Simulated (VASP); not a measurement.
A run of VASP 6.6.1:

Contents of INCAR:

```
SYSTEM = C
  PREC = Accurate
  ENCUT = 520
  EDIFF = 1E-6
  ISMEAR = 0
  SIGMA = 0.1
  LREAL = .False.
  LASPH = .True.
  NELM = 80
  ALGO = Normal
  ISIF = 2
  LWAVE = .False.
  LCHARG = .True.
  LDIPOL = .True.
  IDIPOL = 3
  DIPOL = 0.5 0.5 0.352
  GGA = PE
  IVDW = 12
  LELF = .True.
  LVHAR = .True.
  LVACPOTAV = .True.
  NBANDS = 16
```

KPOINTS

```
Automatic mesh
0
Gamma
  15 15 1
  0 0 0
```

POSCAR

```
C
1.0
    2.4656524413      0.0000000000      0.0000000000
   -1.2328262206      2.1353176511      0.0000000000
    0.0000000000      0.0000000000     17.5000663888
C
4
Direct
    0.6666666667      0.3333333333      0.2571437785
    0.3333333333      0.6666666667      0.2571418816
    0.6666666667      0.3333333333      0.4462878149
    0.3333333333      0.6666666667      0.4462859181
```

Potentials or basis: VASP PAW PBE potentials, release 64 (C).

Run with:

```bash
$ cat potpaw_PBE.64/C/POTCAR > POTCAR
$ mpirun -np 1 vasp_std > vasp.out
```

Hardware: 1 thread of AMD EPYC 9R45 96-Core Processor (Zen 5), with other jobs on the host.

**Question.** Estimate the wall time of this run.

**Answer.** Run time: 23 s on 1 thread of AMD EPYC 9R45 96-Core Processor (Zen 5), with other jobs on the host, peak memory 0.17 GiB. Counts: scf iterations 20, k points 27.
